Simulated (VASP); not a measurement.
Here is a VASP 6.6.1 calculation.

INCAR

```
ALGO = Normal
EDIFF = 1E-7
ENCUT = 520
ISIF = 2
ISMEAR = 0
LASPH = True
LCHARG = False
LREAL = False
LWAVE = False
NBANDS = 14
NELM = 60
PREC = Accurate
SIGMA = 0.05
```

File KPOINTS:

```
k-points
0
Gamma
  6 6 6
```

File POSCAR:

```
AlAu
1.0
    2.9677761818      0.0000000000      0.0000000000
    0.0000000000      2.9677761818      0.0000000000
    0.0000000000      0.0000000000      2.9677761818
Al Au
1 1
Direct
    0.0000000000      0.0000000000      0.0000000000
    0.5000000000      0.5000000000      0.5000000000
```

Potentials or basis: VASP PAW LDA potentials, release 64 (Al, Au).

Run with:

```bash
$ cat potpaw_LDA.64/Al/POTCAR potpaw_LDA.64/Au/POTCAR > POTCAR
$ mpirun -np 1 vasp_std > vasp.out
```

Q: Estimate the band gap on the k mesh.

A: Zero (band 7 reaches 16.34 eV, above the bottom of band 8 at 12.32 eV).

Q: Predict the pressure.

A: 40.7 GPa.

Caveat: spin-orbit coupling is left out, which moves the levels of the heavy elements.
